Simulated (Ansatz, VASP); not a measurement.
**One calculation of Mg, two programs**

Contents of INCAR:

```
SYSTEM = Mg
PREC = Accurate
ENCUT = 600
EDIFF = 1E-6
ISMEAR = -5
SIGMA = 0.1
LREAL = .False.
LASPH = .True.
NELM = 120
ALGO = Normal
ISIF = 2
LWAVE = .False.
LCHARG = .False.
GGA = CA
NBANDS = 7
GGA_COMPAT = .False.
```

File KPOINTS:

```
regular mesh
0
Gamma
  10 10 10
  0 0 0
```

Contents of POSCAR:

```
Mg
1.0
   -1.8359916300      1.8359916300      1.6794040200
    1.8359916300     -1.8359916300      1.6794040200
    1.8359916300      1.8359916300     -1.6794040200
Mg
1
Direct
    0.0000000000      0.0000000000      0.0000000000
```

Input for Ansatz:

```yaml
crystal:
  lattice:
    - [-1.83599163, 1.83599163, 1.67940402]
    - [1.83599163, -1.83599163, 1.67940402]
    - [1.83599163, 1.83599163, -1.67940402]
  atoms:
    - { symbol: Mg, position: [0.0, 0.0, 0.0] }
basis:
  ecutwfc: 420
kpoints:
  mp_grid: { grid: [10, 10, 10] }
  band_path: { path: [[0, 0, 0], [0.5, 0, 0], [0.5, 0.5, 0.5]], npoints: 4 }
hamiltonian:
  xc: lda
scf:
  occupations: { method: tetrahedron }
  mixing: { algorithm: broyden }
  max_iter: 64
output:
  forces: true
  stress: true
  eigenvalues: true
```

Alike in both runs: task single point; functional LDA; k mesh 10 × 10 × 10; occupations tetrahedron; no spin polarisation.

```csv
,VASP,Ansatz
version,VASP 6.6.1,Ansatz 0.2.0
potentials or method,"VASP PAW LDA potentials, release 64 (Mg), cutoff 600 eV","scalar-relativistic, plane waves, PAW"
valence electrons in the cell,2,10
```

|  | VASP | Ansatz | Ansatz less VASP |
| --- | --- | --- | --- |
| gap on the k mesh at the Fermi level (eV) | none | none | - |
| pressure (GPa) | -2.3 | -1.9 | +0.38 |
| traceless stress, the component that is largest in VASP (GPa) | -0.09 | -0.35 | -0.261 |

LDA's correlation is that of Perdew and Zunger in VASP and of Perdew and Wang (1992) in Ansatz. A gap of «none» marks a metal or a gap that the smearing closes. VASP's potentials hold 2 valence electrons a cell and Ansatz's 10, so a difference there can come from the potentials and not from the codes. Ansatz's warnings: band table not solved further, tetrahedron derivatives may miss energy slope.
